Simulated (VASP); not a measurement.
Input of a VASP 6.6.1 run:

INCAR

```
SYSTEM = CsH5
PREC = Accurate
ENCUT = 520
EDIFF = 1E-7
ISMEAR = 0
SIGMA = 0.1
LREAL = .False.
LASPH = .True.
NELM = 80
ALGO = Normal
ISIF = 2
LWAVE = .False.
LCHARG = .False.
GGA = PE
NBANDS = 26
```

The input KPOINTS:

```
Automatic mesh
0
Gamma
  4 2 4
  0 0 0
```

File POSCAR:

```
CsH5
1.0
    5.0628655900      0.0000000000      0.0000000000
    0.0000000000      8.7762755300      0.0000000000
    0.0000000000      0.0000000000      4.2388261900
Cs H
2 10
Direct
    0.0000000000      0.0000000000      0.0000000000
    0.5000000000      0.5000000000      0.0000000000
    0.4892063300      0.1901668500      0.0000000000
    0.0107936700      0.6901668500      0.0000000000
    0.5107936700      0.8098331500      0.0000000000
    0.9892063300      0.3098331500      0.0000000000
    0.2937686800      0.7368305500      0.5000000000
    0.7062313200      0.2631694500      0.5000000000
    0.5000000000      0.0000000000      0.5000000000
    0.0000000000      0.5000000000      0.5000000000
    0.2062313200      0.2368305500      0.5000000000
    0.7937686800      0.7631694500      0.5000000000
```

Potentials or basis: VASP PAW PBE potentials, release 64 (Cs_sv, H).

Command:

```bash
$ cat potpaw_PBE.64/Cs_sv/POTCAR potpaw_PBE.64/H/POTCAR > POTCAR
$ mpirun -np 1 vasp_std > vasp.out
```

(1) Predict the largest force.

(2) What does it give for the band gap on the k mesh?

Answers

(1) 0.328 eV/Å.

(2) zero (bands 14 and 15 overlap by 0.87 eV).

Caveat: the k points lie up to 0.37 Å⁻¹ apart, too coarse for converged energies and pressures of a metal; spin-orbit coupling is left out, which moves the levels of the heavy elements.
